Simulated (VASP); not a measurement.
# In3Se (P-3m1) in VASP: density of states with PBE

Aim: the density of states of In3Se with PBE.

All numbers are computed with VASP 6.6.1; they aren't measurements. Logs are shortened: lines on timing, memory, paths and dates and some standing lists are left out, and cuts for length are marked.

### 1 The cell of the first run

The structure is trigonal, space group P-3m1 (No. 164). Conventional cell: a = 4.016 Å, b = 4.016 Å, c = 8.227 Å, α = 90.00°, β = 90.00°, γ = 120.00°. In (site symmetry -3m) has 12 In at 3.25 to 4.02 Å and 2 Se at 4.11 Å within 4.3 Å. In (site symmetry 3m) has 3 Se at 2.95 Å and 3 In at 3.25 Å within 3.9 Å. Se (site symmetry -3m) has 6 In at 2.95 Å within 3.9 Å.

### 2 Density of states, PBE

File POSCAR:

```
In3Se
1.0
    4.0159310197      0.0000000000      0.0000000000
   -2.0079655099      3.4778982829      0.0000000000
    0.0000000000      0.0000000000      8.2266370000
In Se
3 1
Direct
    0.0000000000      0.0000000000      0.5000000000
    0.3333333333      0.6666666667      0.2223090000
    0.6666666667      0.3333333333      0.7776910000
    0.0000000000      0.0000000000      0.0000000000
```

File INCAR.step1:

```
SYSTEM = In3Se
PREC = Accurate ; ENCUT = 520
EDIFF = 1E-6 ; ISMEAR = 0
SIGMA = 0.1 ; LREAL = .FALSE.
LASPH = .TRUE. ; NELM = 100
ALGO = Normal ; ISIF = 2
LWAVE = .FALSE. ; LCHARG = .TRUE.
GGA = PE ; NBANDS = 30
```

File KPOINTS.step1:

```
Automatic mesh
0
G
  12 12 6
  0 0 0
```

File INCAR.step2:

```
SYSTEM = In3Se
PREC = Accurate ; ENCUT = 520
EDIFF = 1E-6 ; ISMEAR = -5
SIGMA = 0.1 ; LREAL = .FALSE.
LASPH = .TRUE. ; NELM = 100
ALGO = Normal ; ISIF = 2
LWAVE = .FALSE. ; LCHARG = .FALSE.
GGA = PE ; LORBIT = 11
NBANDS = 30 ; NEDOS = 2001
ICHARG = 11
```

File KPOINTS.step2:

```
Automatic mesh
0
G
  18 18 9
  0 0 0
```

Potentials or basis: VASP PAW PBE potentials, release 64 (In_d, Se).

Started as:

```
$ cat potpaw_PBE.64/In_d/POTCAR potpaw_PBE.64/Se/POTCAR > POTCAR
$ cp INCAR.step1 INCAR
$ cp KPOINTS.step1 KPOINTS
$ mpirun -np 1 vasp_std > vasp.out
$ cp INCAR.step2 INCAR
$ cp KPOINTS.step2 KPOINTS
$ mpirun -np 1 vasp_std > vasp.out
```

OUTCAR:

```text
SYSTEM = In3Se
   PREC = Accurate
   ENCUT = 520
   EDIFF = 1E-6
   ISMEAR = -5
   LREAL = .FALSE.
   LASPH = .TRUE.
   NELM = 100
   ISIF = 2
   GGA = PE
   LORBIT = 11
   ICHARG = 11

 ion  position               nearest neighbor table
   1  0.000  0.000  0.500-   2 3.25   3 3.25   3 3.25   2 3.25   3 3.25   2 3.25
   2  0.333  0.667  0.222-   4 2.95   4 2.95   4 2.95   1 3.25   1 3.25   1 3.25
   3  0.667  0.333  0.778-   4 2.95   4 2.95   4 2.95   1 3.25   1 3.25   1 3.25
   4  0.000  0.000  0.000-   2 2.95   3 2.95   3 2.95   2 2.95   3 2.95   2 2.95

  LATTYP: Found a hexagonal cell.
 ALAT       =     4.0159310197
 C/A-ratio  =     2.0485005742

  Lattice vectors:

 A1 = (   4.0159310197,   0.0000000000,   0.0000000000)
 A2 = (  -2.0079655099,   3.4778982829,   0.0000000000)
 A3 = (   0.0000000000,   0.0000000000,   8.2266370000)

Analysis of symmetry for initial positions (statically):
=====================================================================
 Subroutine PRICEL returns:
 Original cell was already a primitive cell.

 Routine SETGRP: Setting up the symmetry group for a
 hexagonal supercell.

 Subroutine GETGRP returns: Found 12 space group operations
 (whereof 12 operations were pure point group operations)
 out of a pool of 24 trial point group operations.

The static configuration has the point symmetry D_3d.

Analysis of symmetry for dynamics (positions and initial velocities):
=====================================================================
 Subroutine PRICEL returns:
 Original cell was already a primitive cell.

 Routine SETGRP: Setting up the symmetry group for a
 hexagonal supercell.

 Subroutine GETGRP returns: Found 12 space group operations
 (whereof 12 operations were pure point group operations)
 out of a pool of 24 trial point group operations.

The dynamic configuration has the point symmetry D_3d.

 Subroutine INISYM returns: Found 12 space group operations
 (whereof 12 operations are pure point group operations),
 and found     1 'primitive' translations

----------------------------------------------------------------------------------------

                                     Primitive cell

  volume of cell :     114.9014

  direct lattice vectors                    reciprocal lattice vectors
     4.015931020  0.000000000  0.000000000     0.249008261  0.143764987  0.000000000
    -2.007965510  3.477898283  0.000000000     0.000000000  0.287529973  0.000000000
     0.000000000  0.000000000  8.226637000     0.000000000  0.000000000  0.121556354

  length of vectors
     4.015931020  4.015931020  8.226637000     0.287529973  0.287529973  0.121556354

  position of ions in fractional coordinates (direct lattice)
     0.000000000  0.000000000  0.500000000
     0.333333333  0.666666667  0.222309000
     0.666666667  0.333333333  0.777691000
     0.000000000  0.000000000  0.000000000

  ion indices of the primitive-cell ions
   primitive index   ion index
                 1           1
                 2           2
                 3           3
                 4           4

----------------------------------------------------------------------------------------

 KPOINTS: Automatic mesh

Automatic generation of k-mesh.
 Grid dimensions read from file:
 generate k-points for:   18   18    9

 Generating k-lattice:

  Cartesian coordinates                     Fractional coordinates (reciprocal lattice)
     0.013833792  0.007986944  0.000000000     0.055555556 -0.000000000  0.000000000
     0.000000000  0.015973887  0.000000000     0.000000000  0.055555556  0.000000000
     0.000000000  0.000000000  0.013506262     0.000000000  0.000000000  0.111111111

  Length of vectors
     0.015973887  0.015973887  0.013506262

  Shift w.r.t. Gamma in fractional coordinates (k-lattice)
     0.000000000  0.000000000  0.000000000

 TETIRR: Found   4263 inequivalent tetrahedra from    17496

 Subroutine IBZKPT returns following result:
 ===========================================

 Found    293 irreducible k-points:

 Following reciprocal coordinates:
            Coordinates               Weight
  0.000000  0.000000  0.000000      1.000000
  0.055556 -0.000000  0.000000      6.000000
  0.111111 -0.000000  0.000000      6.000000
  0.166667  0.000000  0.000000      6.000000
  0.222222  0.000000  0.000000      6.000000
  0.277778  0.000000  0.000000      6.000000
[... 16 lines left out ...]
  0.333333  0.111111  0.000000     12.000000
  0.388889  0.111111  0.000000     12.000000
 [... further k-points ...]
   k-points           NKPTS =    293   k-points in BZ     NKDIM =    293   number of bands    NBANDS=     30
   number of dos      NEDOS =   2001   number of ions     NIONS =      4
   total plane-waves  NPLWV =  57600
   dimension x,y,z NGX =    30 NGY =   30 NGZ =   64
   dimension x,y,z NGXF=    60 NGYF=   60 NGZF=  128
   ions per type =               3   1
   NGX,Y,Z   is equivalent  to a cutoff of  12.42, 12.42, 12.93 a.u.
   NGXF,Y,Z  is equivalent  to a cutoff of  24.84, 24.84, 25.87 a.u.
 SYSTEM =  In3Se
   PREC   = accura    normal or accurate (medium, high low for compatibility)
   ISTART =      0    job   : 0-new  1-cont  2-samecut
   ICHARG =     11    charge: 1-file 2-atom 10-const
   ISPIN  =      1    spin polarized calculation?
   LNONCOLLINEAR =      F non collinear calculations
   LSORBIT =      F    spin-orbit coupling
   LASPH  =      T    aspherical Exc in radial PAW
   ENCUT  =  520.0 eV  38.22 Ry    6.18 a.u.   7.47  7.47 15.30*2*pi/ulx,y,z
   NELM   =    100;   NELMIN=  2; NELMDL=  0     # of ELM steps
   EDIFF  = 0.1E-05   stopping-criterion for ELM
   LREAL  =      F    real-space projection
   EDIFFG = 0.1E-04   stopping-criterion for IOM
   NSW    =      0    number of steps for IOM
   IBRION =     -1    ionic relax: 0-MD 1-quasi-New 2-CG
   NFREE  =      0    steps in history (QN), initial steepest desc. (CG)
   ISIF   =      2    stress and relaxation
   ISYM   =      2    0-nonsym 1-usesym 2-fastsym
   POTIM  = 0.5000    time-step for ionic-motion
   TEBEG  =    0.0;   TEEND  =   0.0 temperature during run
   PSTRESS=    0.0 pullay stress
   NELECT =      45.0000    total number of electrons
   NUPDOWN=      -1.0000    fix difference up-down
   EMIN   =  10.00;   EMAX   =-10.00  energy-range for DOS
   EFERMI =   0.00;   METHOD = LEGACY
   ISMEAR =    -5;   SIGMA  =   0.10  broadening in eV -4-tet -1-fermi 0-gaus
   EFERMI_NEDOS =   21; number of points for ismear=-14 and -15
   IALGO  =     38    algorithm
   IMIX   =      4    mixing-type and parameters
     AMIX     =   0.40;   BMIX     =  1.00
     AMIX_MAG =   1.60;   BMIX_MAG =  1.00
  volume/ion in A,a.u.               =      28.73       193.85
  Fermi-wavevector in a.u.,A,eV,Ry     =   1.197762  2.263442 19.519377  1.434634
  Thomas-Fermi vector in A             =   2.333668
   LORBIT       =     11    0 simple, 1 ext, 2 COOP (PROOUT), +10 PAW based schemes
   GGA     = PE    functional components
   LHFCALC =     F    Hartree Fock is set to
   AEXX    =    0.0000 exact exchange contribution
   IVDW    =     0    specifies the selected vdW correction
   LEPSILON=     F    determine dielectric tensor
   LRPA    =     F    only Hartree local field effects (RPA)
 non-spin polarized calculation
 Fermi weights with tetrahedron method with Bloechl corrections
  energy-cutoff  :      520.00
  volume of cell :      114.90
 maximum number of plane-waves:      3127
 NGX is ok and might be reduce to    30

 number of electron      44.9999997 magnetization

 Free energy of the ion-electron system (eV)
  ---------------------------------------------------
  ext. energy  EPLUGINS =         0.00000000
  ---------------------------------------------------
  free energy    TOTEN  =       -11.87179140 eV

  energy without entropy =      -11.87179140  energy(sigma->0) =      -11.87179140

 E-fermi :   5.6968     XC(G=0):  -9.4912

 val. band max:        5.7658194425   @ k =   0.1667   0.0000   0.2222
 cond. band min:       5.5775219060   @ k =   0.4444   0.0000   0.4444
 fundamental gap:     -0.1882975365
 Fermi energy:         5.6968063740

 k-point     1 :       0.0000    0.0000    0.0000
  band No.  band energies     occupation
      1      -9.0899      2.00000
      2      -9.0899      2.00000
      3      -9.0091      2.00000
      4      -8.9923      2.00000
      5      -8.9923      2.00000
      6      -8.9450      2.00000
[... 22 lines left out ...]
     29      12.0656      0.00000
     30      12.0712      0.00000

 k-point     2 :       0.0556   -0.0000    0.0000
  band No.  band energies     occupation
      1      -9.0892      2.00000
      2      -9.0887      2.00000
      3      -9.0087      2.00000
      4      -8.9934      2.00000
      5      -8.9902      2.00000
      6      -8.9510      2.00000
[... 22 lines left out ...]
     29      11.6866      0.00000
     30      11.9742      0.00000

 k-point     3 :       0.1111   -0.0000    0.0000
  band No.  band energies     occupation
      1      -9.0871      2.00000
      2      -9.0853      2.00000
      3      -9.0112      2.00000
      4      -8.9967      2.00000
      5      -8.9839      2.00000
      6      -8.9678      2.00000
[... 22 lines left out ...]
     29      10.9296      0.00000
     30      11.8897      0.00000

 k-point     4 :       0.1667    0.0000    0.0000
  band No.  band energies     occupation
      1      -9.0842      2.00000
      2      -9.0805      2.00000
      3      -9.0324      2.00000
      4      -8.9996      2.00000
      5      -8.9785      2.00000
      6      -8.9745      2.00000
[... 616 lines left out ...]
     29      11.2228      0.00000
     30      11.7372      0.00000

 k-point    23 :       0.3333    0.1111    0.0000
  band No.  band energies     occupation
      1      -9.1630      2.00000
      2      -9.0769      2.00000
      3      -9.0547      2.00000
      4      -8.9905      2.00000
      5      -8.9749      2.00000
      6      -8.9434      2.00000
[... 22 lines left out ...]
     29      11.1557      0.00000
     30      12.0413      0.00000

 k-point    24 :       0.3889    0.1111    0.0000
  band No.  band energies     occupation
      1      -9.1761      2.00000
      2      -9.0763      2.00000
      3      -9.0572      2.00000
      4      -8.9820      2.00000
      5      -8.9638      2.00000
      6      -8.9470      2.00000
[... 22 lines left out ...]
     29      11.0925      0.00000
     30      11.9464      0.00000

 [... further k-points ...]
[... 5 lines left out ...]
  --------------------------------------------------------------------------------------
  -------------------------------------------------------------------------------------
  Total        0.0921641      0.0921641      0.1666253     -0.0000000      0.0000000     -0.0000000
  in kB        1.2851289      1.2851289      2.3234113     -0.0000000      0.0000000     -0.0000000
  external PRESSURE =       1.6312230 kB  Pullay stress =       0.0000000 kB

 VOLUME and BASIS-vectors are now :
 -----------------------------------------------------------------------------
  energy-cutoff  :      520.00
  volume of cell :      114.90
      direct lattice vectors                 reciprocal lattice vectors
     4.015931020  0.000000000  0.000000000     0.249008261  0.143764987  0.000000000
    -2.007965510  3.477898283  0.000000000     0.000000000  0.287529973  0.000000000
     0.000000000  0.000000000  8.226637000     0.000000000  0.000000000  0.121556354

 POSITION                                       TOTAL-FORCE (eV/Angst)
 -----------------------------------------------------------------------------------
      0.00000      0.00000      4.11332        -0.000000      0.000000      0.000000
     -0.00000      2.31860      1.82886         0.000000      0.000000     -0.008483
      2.00797      1.15930      6.39778         0.000000      0.000000      0.008483
      0.00000      0.00000      0.00000        -0.000000      0.000000      0.000000
 -----------------------------------------------------------------------------------
    total drift:                                0.000000     -0.000000     -0.000000

  FREE ENERGIE OF THE ION-ELECTRON SYSTEM (eV)
  ---------------------------------------------------
  free  energy   TOTEN  =       -11.8717913976 eV

  energy  without entropy=      -11.8717913976  energy(sigma->0) =      -11.87179140

 total charge

# of ion       s       p       d       tot
------------------------------------------
    1        1.048   0.409   9.841  11.298
    2        1.004   0.422   9.857  11.283
    3        1.004   0.422   9.857  11.283
    4        1.485   2.289   0.026   3.800
--------------------------------------------------
tot          4.542   3.541  29.581  37.664
```

It took 6.9 min on 1 thread of Intel Xeon 6975P-C (Granite Rapids), shared host; peak memory 0.85 GiB.

What came out:

* Valence electrons inside the program's atomic spheres: In 11.30, 11.28; Se 3.80

Caveat: spin-orbit coupling is left out, which moves the levels of the heavy elements; tetrahedron occupations give inexact forces and stress in metals.
